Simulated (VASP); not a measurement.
# Al (Fd-3m) in VASP: a series of runs, part 2 of 2

VASP 6.6.1.

## (4) Density of states, LDA (volume scaled by 0.4)

POSCAR

```
Al
1.0
    0.0000000000      2.1929261603      2.1929261603
    2.1929261603      0.0000000000      2.1929261603
    2.1929261603      2.1929261603      0.0000000000
Al
2
Direct
   -0.1250000000     -0.1250000000     -0.1250000000
    0.1250000000      0.1250000000      0.1250000000
```

INCAR.step1

```
SYSTEM = Al
ALGO = Normal
EDIFF = 1E-7
ENCUT = 520
ISIF = 2
ISMEAR = -1
LASPH = .TRUE.
LCHARG = .TRUE.
LREAL = .FALSE.
LWAVE = .FALSE.
NBANDS = 10
NELM = 60
PREC = Accurate
SIGMA = 0.08
```

KPOINTS.step1

```
k-points
0
G
  12 12 12
  0 0 0
```

INCAR.step2

```
SYSTEM = Al
ALGO = Normal
EDIFF = 1E-7
ENCUT = 520
ICHARG = 11
ISIF = 2
ISMEAR = -5
LASPH = .TRUE.
LCHARG = .FALSE.
LORBIT = 11
LREAL = .FALSE.
LWAVE = .FALSE.
NBANDS = 10
NEDOS = 2001
NELM = 60
PREC = Accurate
SIGMA = 0.08
```

KPOINTS.step2

```
k-points
0
G
  18 18 18
  0 0 0
```

Potentials or basis: VASP PAW LDA potentials, release 64 (Al).

Launch:

```bash
> cat potpaw_LDA.64/Al/POTCAR > POTCAR
> cp INCAR.step1 INCAR
> cp KPOINTS.step1 KPOINTS
> mpirun -np 1 vasp_std > vasp.out
> cp INCAR.step2 INCAR
> cp KPOINTS.step2 KPOINTS
> mpirun -np 1 vasp_std > vasp.out
```

OUTCAR:

```text
SYSTEM = Al
   EDIFF = 1E-7
   ENCUT = 520
   ICHARG = 11
   ISIF = 2
   ISMEAR = -5
   LASPH = .TRUE.
   LORBIT = 11
   LREAL = .FALSE.
   NELM = 60
   PREC = Accurate

 ion  position               nearest neighbor table
   1  0.875  0.875  0.875-   2 1.90   2 1.90   2 1.90   2 1.90
   2  0.125  0.125  0.125-   1 1.90   1 1.90   1 1.90   1 1.90

  LATTYP: Found a face centered cubic cell.
 ALAT       =     4.3858523206

  Lattice vectors:

 A1 = (   0.0000000000,   2.1929261603,   2.1929261603)
 A2 = (   2.1929261603,   0.0000000000,   2.1929261603)
 A3 = (   2.1929261603,   2.1929261603,   0.0000000000)

Analysis of symmetry for initial positions (statically):
=====================================================================
 Subroutine PRICEL returns:
 Original cell was already a primitive cell.

 Routine SETGRP: Setting up the symmetry group for a
 face centered cubic supercell.

 Subroutine GETGRP returns: Found 48 space group operations
 (whereof 12 operations were pure point group operations)
 out of a pool of 48 trial point group operations.

The static configuration has the point symmetry D_3d.
[... 471 lines left out ...]
  band No.  band energies     occupation
      1       0.2398      2.00000
      2      11.0442      2.00039
      3      14.7976      0.00000
      4      16.5318      0.00000
      5      18.6671      0.00000
      6      19.6649      0.00000
      7      20.5254      0.00000
      8      21.4209      0.00000
      9      22.7960      0.00000
     10      25.3778      0.00000

 [... further k-points ...]

------------------------ aborting loop because EDIFF is reached ----------------------------------------

  FORCE on cell =-STRESS in cart. coord.  units (eV):
  Direction    XX          YY          ZZ          XY          YZ          ZX
  --------------------------------------------------------------------------------------
  -------------------------------------------------------------------------------------
  Total       27.2244593     27.2244593     27.2244593      0.0000000      0.0000000      0.0000000
  in kB     2068.0823309   2068.0823309   2068.0823309      0.0000000      0.0000000      0.0000000
  external PRESSURE =    2068.0823309 kB  Pullay stress =       0.0000000 kB

 VOLUME and BASIS-vectors are now :
 -----------------------------------------------------------------------------
  energy-cutoff  :      520.00
  volume of cell :       21.09
      direct lattice vectors                 reciprocal lattice vectors
     0.000000000  2.192926160  2.192926160    -0.228005853  0.228005853  0.228005853
     2.192926160  0.000000000  2.192926160     0.228005853 -0.228005853  0.228005853
     2.192926160  2.192926160  0.000000000     0.228005853  0.228005853 -0.228005853

 POSITION                                       TOTAL-FORCE (eV/Angst)
 -----------------------------------------------------------------------------------
      3.83762      3.83762      3.83762        -0.000000     -0.000000     -0.000000
      0.54823      0.54823      0.54823         0.000000      0.000000      0.000000
 -----------------------------------------------------------------------------------
    total drift:                                0.000000     -0.000000     -0.000000

  FREE ENERGIE OF THE ION-ELECTRON SYSTEM (eV)
  ---------------------------------------------------
  free  energy   TOTEN  =         3.2402095501 eV

  energy  without entropy=        3.2402095501  energy(sigma->0) =        3.24020955

 total charge

# of ion       s       p       d       tot
------------------------------------------
    1        0.659   0.739   0.000   1.398
    2        0.659   0.739   0.000   1.398
--------------------------------------------------
tot          1.317   1.478   0.000   2.796
```

OSZICAR.step1:

```text
N       E                     dE             d eps       ncg     rms          rms(c)
DAV:   1     0.122089146983E+02    0.12209E+02   -0.25665E+03  1448   0.502E+02
DAV:   2     0.308353982041E+01   -0.91254E+01   -0.86839E+01  1964   0.645E+01
DAV:   3     0.290788296984E+01   -0.17566E+00   -0.17472E+00  1744   0.725E+00
DAV:   4     0.290706326006E+01   -0.81971E-03   -0.81965E-03  1662   0.550E-01
DAV:   5     0.290705909046E+01   -0.41696E-05   -0.41690E-05  1676   0.380E-02    0.407E+00
DAV:   6     0.312368336645E+01    0.21662E+00   -0.43909E-02  1506   0.126E+00    0.218E+00
DAV:   7     0.322678753763E+01    0.10310E+00   -0.55838E-02  1524   0.151E+00    0.292E-01
DAV:   8     0.322780993816E+01    0.10224E-02   -0.30941E-03  1562   0.328E-01    0.132E-01
DAV:   9     0.322792637412E+01    0.11644E-03   -0.11464E-04  1630   0.785E-02    0.492E-02
DAV:  10     0.322792600471E+01   -0.36942E-06   -0.33820E-06  1692   0.123E-02    0.260E-03
DAV:  11     0.322792600824E+01    0.35390E-08   -0.17753E-08   960   0.837E-04
   1 F= 0.32279260E+01 E0= 0.32340143E+01  d E =-.121765E-01
```

It took 16 s on 1 thread of Intel Xeon Platinum 8259CL at 2.50GHz (Skylake/Cascade Lake), shared host; peak memory 0.14 GiB.

Results:

| Property | Result |
| --- | --- |
| Valence electrons inside the program's atomic spheres | Al 1.40 |

Caveat: tetrahedron occupations give inexact forces and stress in metals.

## (5) Density of states, LDA (volume scaled by 0.45)

POSCAR

```
Al
1.0
    0.0000000000      2.2807351156      2.2807351156
    2.2807351156      0.0000000000      2.2807351156
    2.2807351156      2.2807351156      0.0000000000
Al
2
Direct
   -0.1250000000     -0.1250000000     -0.1250000000
    0.1250000000      0.1250000000      0.1250000000
```

INCAR.step1

```
PREC     = Accurate       # precision mode
ENCUT    = 520            # plane-wave cutoff, eV
EDIFF    = 1E-6           # SCF threshold, eV
ISMEAR   = -1             # smearing method
SIGMA    = 0.08           # smearing width, eV
LREAL    = False          # projectors in reciprocal space
LASPH    = True           # aspherical terms in the spheres
NELM     = 60             # most SCF steps
ALGO     = Normal         # electronic algorithm
ISIF     = 2              # what is computed and relaxed
LWAVE    = False          # write WAVECAR
LCHARG   = True           # write CHGCAR
GGA      = CA             # functional
NBANDS   = 10             # bands
```

KPOINTS.step1

```
regular mesh
0
Gamma
  12 12 12
```

INCAR.step2

```
PREC     = Accurate       # precision mode
ENCUT    = 520            # plane-wave cutoff, eV
EDIFF    = 1E-6           # SCF threshold, eV
ISMEAR   = -5             # smearing method
SIGMA    = 0.08           # smearing width, eV
LREAL    = False          # projectors in reciprocal space
LASPH    = True           # aspherical terms in the spheres
NELM     = 60             # most SCF steps
ALGO     = Normal         # electronic algorithm
ISIF     = 2              # what is computed and relaxed
LWAVE    = False          # write WAVECAR
LCHARG   = False          # write CHGCAR
GGA      = CA             # functional
LORBIT   = 11             # projections on sites
NEDOS    = 2001           # points of the DOS
ICHARG   = 11             # starting density
```

KPOINTS.step2

```
regular mesh
0
Gamma
  18 18 18
```

Launch:

```bash
> cat potpaw_LDA.64/Al/POTCAR > POTCAR
> cp INCAR.step1 INCAR
> cp KPOINTS.step1 KPOINTS
> mpirun -np 1 vasp_std > vasp.out
> cp INCAR.step2 INCAR
> cp KPOINTS.step2 KPOINTS
> mpirun -np 1 vasp_std > vasp.out
```

It took 14 s on 1 thread of Intel Xeon Platinum 8259CL at 2.50GHz (Skylake/Cascade Lake), shared host; peak memory 0.14 GiB.

Results (log left out):

```
Valence electrons inside the program's atomic spheres : Al 1.30
```

Levels at points of the mesh, in eV from the Fermi level:
```
           k point  band 1  band 2  band 3  band 4  band 5  band 6  band 7
(0.00, 0.00, 0.00)  -12.81    4.09    4.09    4.09    5.65    5.65    5.65
(0.50, 0.00, 0.00)   -8.12   -7.25    2.70    2.70    4.69    4.69    7.40
(0.50, 0.50, 0.00)   -6.09   -6.09   -0.68   -0.68    1.61    1.61   15.23
```

Caveat: tetrahedron occupations give inexact forces and stress in metals.
